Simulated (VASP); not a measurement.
Pd:

```xyz
1
Lattice="2.2156 1.2792 0.8797 -2.2156 1.2792 0.8797 0.0000 -2.5583 0.8797" Properties=species:S:1:pos:R:3 pbc="T T T"
Pd    0.0000    0.0000    1.3195
```

| Quantity | Value |
| --- | --- |
| Program | VASP 6.6.1 |
| Task | relaxation of cell and atoms |
| Functional | r2SCAN |
| Potentials or basis | VASP PAW PBE potentials, release 64 (Pd) |
| Cutoff | 600 eV |
| k mesh | 9 × 9 × 9 |
| Occupations | gaussian, width 0.1 eV |
| Spin | no spin polarisation |

At the start: pressure 1.5 GPa; volume 14.96 Å³/atom.

**Question.** How do energy, volume and symmetry change on relaxing?

**Answer.** Over 5 steps the energy falls by 4.8 meV/atom and the volume is 15.04 Å³/atom (+0.6 %); space group Im-3m (No. 229, to 0.05 Å).

Step by step:
| step | energy change (eV) | largest force (eV/Å) | pressure (GPa) | volume (Å³) |
| --- | --- | --- | --- | --- |
| 1 | 0.0000 | 0.0000 | 1.45 | 14.96 |
| 2 | -0.0035 | 0.0000 | -2.24 | 15.25 |
| 3 | -0.0040 | 0.0000 | -1.23 | 15.17 |
| 4 | -0.0046 | 0.0000 | 0.98 | 14.98 |
| 5 | -0.0048 | 0.0000 | 0.18 | 15.04 |

Final structure:
```xyz
1
Lattice="2.2006 1.2705 0.8967 -2.2006 1.2705 0.8967 0.0000 -2.5410 0.8967" Properties=species:S:1:pos:R:3 pbc="T T T"
Pd    0.0000    0.0000    1.3451
```

Caveat: the PAW data sets were made with another functional, which shifts forces and pressure a little.
